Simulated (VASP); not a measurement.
A run of VASP 6.6.1:

The input INCAR:

```
ALGO = Fast ; EDIFF = 1E-6
ENCUT = 520 ; GGA = PE
ISIF = 2 ; ISMEAR = 0
LASPH = T ; LCHARG = T
LELF = T ; LREAL = F
LVHAR = T ; LWAVE = F
NBANDS = 32 ; NELM = 80
PREC = Accurate ; SIGMA = 0.15
```

KPOINTS

```
k-points
0
Gamma
  16 16 16
```

POSCAR

```
VN2
1.0
   -2.2610164389      2.2610164389      2.4842410755
    2.2610164389     -2.2610164389      2.4842410755
    2.2610164389      2.2610164389     -2.4842410755
V N
2 4
Direct
    0.2500000000      0.2500000000      0.0000000000
    0.7500000000      0.7500000000      0.0000000000
    0.1135731475      0.6135731475      0.7271462950
    0.6135731475      0.8864268525      0.5000000000
    0.8864268525      0.3864268525      0.2728537050
    0.3864268525      0.1135731475      0.5000000000
```

Potentials or basis: VASP PAW PBE potentials, release 64 (V_sv, N).

Command:

```console
$ cat potpaw_PBE.64/V_sv/POTCAR potpaw_PBE.64/N/POTCAR > POTCAR
$ mpirun -np 1 vasp_std > vasp.out
```

Hardware: 1 thread of Oxide Virtual Turin-like Processor (shared host).

How long does it take, and how much memory?

Run time: 16 min on 1 thread of Oxide Virtual Turin-like Processor, with other jobs on the host, peak memory 0.48 GiB. Counts: scf iterations 16, k points 349.
